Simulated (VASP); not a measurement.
Wanted: the native input for a VASP 6.6.1 run.

- Task: electric field gradients
- Functional: PBE
- Potentials or basis: VASP PAW PBE potentials, release 64 (Rh_pv)
- Cutoff: 520 eV
- k mesh: 5 × 5 × 5
- Occupations: fermi-dirac, width 0.08 eV
- Spin: no spin polarisation
- Dipole correction: no
- Further INCAR settings: ALGO = Normal; EDIFF = 1e-08; NBANDS = 14

The structure of Rh lies in POSCAR:

```
Rh
1.0
    0.0000000000      1.9015500000      1.9015500000
    1.9015500000      0.0000000000      1.9015500000
    1.9015500000      1.9015500000      0.0000000000
Rh
1
Direct
    0.0000000000      0.0000000000      0.0000000000
```

The input as run:

INCAR

```
  PREC = Accurate
  ENCUT = 520
  EDIFF = 1E-8
  ISMEAR = -1
  SIGMA = 0.08
  LREAL = F
  LASPH = T
  NELM = 100
  ALGO = Normal
  ISIF = 2
  LWAVE = F
  LCHARG = F
  GGA = PE
  LEFG = T
  NBANDS = 14
```

KPOINTS

```
regular mesh
0
Gamma
  5 5 5
```

Potentials or basis: VASP PAW PBE potentials, release 64 (Rh_pv).

Command:

```console
$ cat potpaw_PBE.64/Rh_pv/POTCAR > POTCAR
$ mpirun -np 1 vasp_std > vasp.out
```

Results of the run:

The pressure is 8.9 GPa.

Caveat: the k points lie up to 0.57 Å⁻¹ apart; without QUAD_EFG the Cq values of the log hold for a quadrupole moment of 1 mb, not for the nuclei.

Wall time 6.5 s on 1 thread of Intel Xeon 8259CL, with other jobs on the host, peak memory 0.12 GiB.
